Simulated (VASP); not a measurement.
Runs of VASP 6.6.1 on BAs. The structure is that of space group F-43m (No. 216), or close to it. The cells are those of the table. 

| level | potentials or basis | cell | k mesh | cutoff (eV) | second run | gap on the mesh (eV) | pressure (GPa) |
| --- | --- | --- | --- | --- | --- | --- | --- |
| PBE | VASP PAW PBE potentials, release 64 (B, As) | a = 3.331 Å, angles 60.0°, 2 atoms | 8 × 8 × 8 | 520 | - | (a) | 10.0 |
| PBE | VASP PAW PBE potentials, release 64 (B, As) | a = 3.366 Å, angles 60.0°, 2 atoms | 8 × 8 × 8 | 520 | - | 1.18 | (c) |
| PBE | VASP PAW PBE potentials, release 64 (B, As_d) | a = 3.331 Å, angles 60.0°, 2 atoms | 8 × 8 × 8 | 600 | valence_matched | 1.16 | 9.0 |
| r2SCAN | VASP PAW PBE potentials, release 64 (B, As) | a = 3.348 Å, angles 60.0°, 2 atoms | 8 × 8 × 8 | 520 | - | 1.35 | 4.9 |
| PBE | VASP PAW PBE potentials, release 64 (B, As) | a = 3.383 Å, angles 60.0°, 2 atoms | 10 × 10 × 10 | 520 | - | 1.18 | (b) |

Alike in all rows: task single point; no spin polarisation; smearing gaussian 0.01 eV.

Task: Estimate the missing entries.

Result: (a) 1.15; (b) 2.8; (c) 5.0.

Caveats: the PAW data sets were made with another functional, which shifts forces and pressure a little (some runs).

A k mesh can miss the band edges, and the runs leave out spin-orbit coupling on As.

The runs don't all hold the same shells in valence.
